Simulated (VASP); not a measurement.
Write the native input for VASP 6.6.1 that does the following.

| Quantity | Value |
| --- | --- |
| Task | single point |
| Functional | r2SCAN |
| Potentials or basis | VASP PAW PBE potentials, release 64 (P) |
| Cutoff | 520 eV |
| k mesh | 9 × 9 × 9 |
| Occupations | fermi-dirac, width 0.05 eV |
| Spin | no spin polarisation |
| Dipole correction | no |
| Further INCAR settings | ALGO = Normal; EDIFF = 1e-06; NBANDS = 12 |

The system is P.

```
P
1.0
     1.75957    1.01589    3.19106
    -1.75957    1.01589    3.19106
     0.00000   -2.03178    3.19106
P
2
Direct
  0.77292 0.77292 0.77292
  0.22708 0.22708 0.22708
```

These files were run (other wordings do the same):

POSCAR

```
P
1.0
    1.7595715195      1.0158890905      3.1910618704
   -1.7595715195      1.0158890905      3.1910618704
    0.0000000000     -2.0317781808      3.1910618704
P
2
Direct
    0.7729197500      0.7729197500      0.7729197500
    0.2270802500      0.2270802500      0.2270802500
```

INCAR.step1

```
ALGO     = Normal         # electronic algorithm
EDIFF    = 1E-4           # SCF threshold, eV
ENCUT    = 520            # plane-wave cutoff, eV
GGA      = PE             # functional
ISMEAR   = -1             # smearing method
LASPH    = True           # aspherical terms in the spheres
LCHARG   = False          # write CHGCAR
LREAL    = False          # projectors in reciprocal space
LWAVE    = True           # write WAVECAR
NBANDS   = 12             # bands
NELM     = 100            # most SCF steps
PREC     = Accurate       # precision mode
SIGMA    = 0.05           # smearing width, eV
```

INCAR.step2

```
ALGO     = Normal         # electronic algorithm
EDIFF    = 1E-6           # SCF threshold, eV
ENCUT    = 520            # plane-wave cutoff, eV
ISIF     = 2              # what is computed and relaxed
ISMEAR   = -1             # smearing method
ISTART   = 1            
LASPH    = True           # aspherical terms in the spheres
LCHARG   = False          # write CHGCAR
LMIXTAU  = True         
LREAL    = False          # projectors in reciprocal space
LWAVE    = False          # write WAVECAR
METAGGA  = R2SCAN         # meta-GGA
NBANDS   = 12             # bands
NELM     = 100            # most SCF steps
PREC     = Accurate       # precision mode
SIGMA    = 0.05           # smearing width, eV
```

KPOINTS

```
k-points
0
Gamma
  9 9 9
```

Potentials or basis: VASP PAW PBE potentials, release 64 (P).

Launch:

```sh
$ cat potpaw_PBE.64/P/POTCAR > POTCAR
$ cp INCAR.step1 INCAR
$ mpirun -np 1 vasp_std > vasp.out
$ cp INCAR.step2 INCAR
$ mpirun -np 1 vasp_std > vasp.out
```

Results of the run:

```
Pressure               : -4.8 GPa
Largest force          : 0.439 eV/Å
Band gap on the k mesh : zero (band 5 reaches 8.79 eV, above the bottom of band 6 at 8.20 eV)
```

Caveat: the PAW data sets were made with another functional, which shifts forces and pressure a little.

It took 71 s on 1 thread of Intel(R) Xeon(R) Platinum 8488C (Sapphire Rapids), with other jobs on the host, peak memory 0.16 GiB.
